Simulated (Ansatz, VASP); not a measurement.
**One calculation of C, two programs**

```
CELL_PARAMETERS angstrom
-2.46466 0.00000 0.00000
0.00000 0.00000 -3.57197
0.00000 -4.26892 0.00000
ATOMIC_POSITIONS crystal
C 0.50000 0.00000 0.16948
C 0.00000 0.00000 0.65823
C 0.00000 0.00000 0.33052
C 0.50000 0.00000 0.84177
```

Change from the starting cell: mode 8 frozen in at -0.024 Å and mode 12 at +0.012 Å (largest displacements).

Alike in both runs: task single point; functional PBE; dispersion D3(BJ); k mesh 18 × 12 × 10; occupations gaussian, width 0.15 eV; no spin polarisation.

|  | VASP | Ansatz |
| --- | --- | --- |
| version | VASP 6.6.1 | Ansatz 0.2.0 |
| potentials or method | VASP PAW PBE potentials, release 64 (C), cutoff 520 eV | scalar-relativistic, plane waves, PAW |
| valence electrons in the cell | 16 | 16 |

```tsv
	VASP	Ansatz	Ansatz less VASP
gap on the k mesh at the Fermi level (eV)	none	none	-
pressure (GPa)	1.1	0.7	-0.41
traceless stress, the component that is largest in VASP (GPa)	2.47	2.18	-0.290
rms of the force components (eV/Å)	1.318	1.318	-0.0001
```

Atom by atom the forces differ by 0.002 eV/Å (rms over components). A gap of «none» marks a metal or a gap that the smearing closes.
